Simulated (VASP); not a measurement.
Set up this calculation in VASP 6.6.1, as the native input.

- Task: single point
- Functional: r2SCAN
- Potentials or basis: VASP PAW PBE potentials, release 64 (Li_sv, Nb_sv, O)
- Cutoff: 520 eV
- k mesh: 6 × 6 × 6
- Occupations: gaussian, width 0.05 eV
- Spin: no spin polarisation
- Dipole correction: no
- Further INCAR settings: ALGO = Normal; EDIFF = 1e-07; NBANDS = 45

LiNbO3:

```
Li Nb O
1.0
     2.59239    1.49672    4.56282
    -2.59239    1.49672    4.56282
     0.00000   -2.99343    4.56282
Li Nb O
2 2 6
Direct
  0.25983 0.25984 0.25984
  0.75984 0.75983 0.75984
  0.00610 0.00610 0.00610
  0.50610 0.50610 0.50610
  0.12249 0.36815 0.74184
  0.74184 0.12249 0.36815
  0.36814 0.74184 0.12249
  0.86815 0.62249 0.24184
  0.24184 0.86814 0.62249
  0.62249 0.24184 0.86815
```

These files were run (other wordings do the same):

POSCAR

```
LiNbO3
1.0
    2.5923872641      1.4967154848      4.5628211618
   -2.5923872641      1.4967154848      4.5628211618
    0.0000000000     -2.9934309695      4.5628211619
Li Nb O
2 2 6
Direct
    0.2598342414      0.2598411848      0.2598370450
    0.7598409809      0.7598340375      0.7598375092
    0.0061032540      0.0061001680      0.0061010429
    0.5061002982      0.5061033841      0.5061008390
    0.1224918220      0.3681464774      0.7418437113
    0.7418432072      0.1224928415      0.3681468387
    0.3681446038      0.7418441716      0.1224930161
    0.8681465844      0.6224919290      0.2418438082
    0.2418441525      0.8681448687      0.6224926430
    0.6224928404      0.2418433080      0.8681463925
```

INCAR.step1

```
PREC = Accurate ; ENCUT = 520
ISMEAR = 0 ; SIGMA = 0.05
LREAL = False ; LASPH = True
NELM = 100 ; NBANDS = 45
GGA = PE ; ALGO = Normal
EDIFF = 1E-4 ; LWAVE = True
LCHARG = False
```

INCAR.step2

```
PREC = Accurate ; ENCUT = 520
EDIFF = 1E-7 ; ISMEAR = 0
SIGMA = 0.05 ; LREAL = False
LASPH = True ; NELM = 100
ALGO = Normal ; ISIF = 2
LWAVE = False ; LCHARG = True
METAGGA = R2SCAN ; LMIXTAU = True
LELF = True ; LVHAR = True
NBANDS = 45 ; ISTART = 1
```

KPOINTS

```
Automatic mesh
0
Gamma
  6 6 6
```

Potentials or basis: VASP PAW PBE potentials, release 64 (Li_sv, Nb_sv, O).

The run is started by

```console
$ cat potpaw_PBE.64/Li_sv/POTCAR potpaw_PBE.64/Nb_sv/POTCAR potpaw_PBE.64/O/POTCAR > POTCAR
$ cp INCAR.step1 INCAR
$ mpirun -np 1 vasp_std > vasp.out
$ cp INCAR.step2 INCAR
$ mpirun -np 1 vasp_std > vasp.out
```

It gave:

The largest force is 0.252 eV/Å and the band gap on the k mesh is 3.49 eV (least direct gap 3.57 eV).

Caveat: the PAW data sets were made with another functional, which shifts forces and pressure a little.

Wall time 19 min on 1 thread of Intel(R) Xeon(R) 6975P-C (Granite Rapids), with other jobs on the host, peak memory 0.45 GiB.
